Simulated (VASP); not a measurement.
TaN:

```
CELL_PARAMETERS angstrom
2.95018 0.00000 0.00000
-1.47509 2.55493 0.00000
0.00000 0.00000 2.89777
ATOMIC_POSITIONS crystal
Ta 0.33333 0.66667 0.50000
N 0.00000 0.00000 0.00000
```

* Program: VASP 6.6.1
* Task: relaxation of cell and atoms
* Functional: PBE
* Dispersion: D3(BJ)
* Potentials or basis: VASP PAW PBE potentials, release 64 (Ta_pv, N)
* Cutoff: 600 eV
* k mesh: 18 × 18 × 14
* Occupations: gaussian, width 0.1 eV
* Spin: no spin polarisation

At the start: pressure -6.4 GPa; volume 10.92 Å³/atom.

**Question.** How do energy, volume and symmetry change on relaxing?

**Answer.** Over 7 steps the energy falls by 4.2 meV/atom and the volume is 10.72 Å³/atom (-1.9 %); space group P-6m2 (No. 187, to 0.05 Å).

Step by step:
```
step  energy change (eV)  largest force (eV/Å)  pressure (GPa)  volume (Å³)
   1              0.0000                0.0000           -6.39        21.84
   2              0.0414                0.0000           17.63        20.49
   3             -0.0083                0.0000           -0.10        21.44
   4             -0.0083                0.0000            0.03        21.43
   5             -0.0083                0.0000            0.04        21.43
   6             -0.0083                0.0000            0.03        21.43
   7             -0.0083                0.0000            0.04        21.43
```

Final structure:
```xyz
2
Lattice="2.9300 0.0000 0.0000 -1.4650 2.5374 0.0000 0.0000 0.0000 2.8827" Properties=species:S:1:pos:R:3 pbc="T T T"
Ta    0.0000    1.6916    1.4414
N     0.0000    0.0000    0.0000
```

Caveat: pairwise dispersion overbinds metals, which lowers pressure and volume.
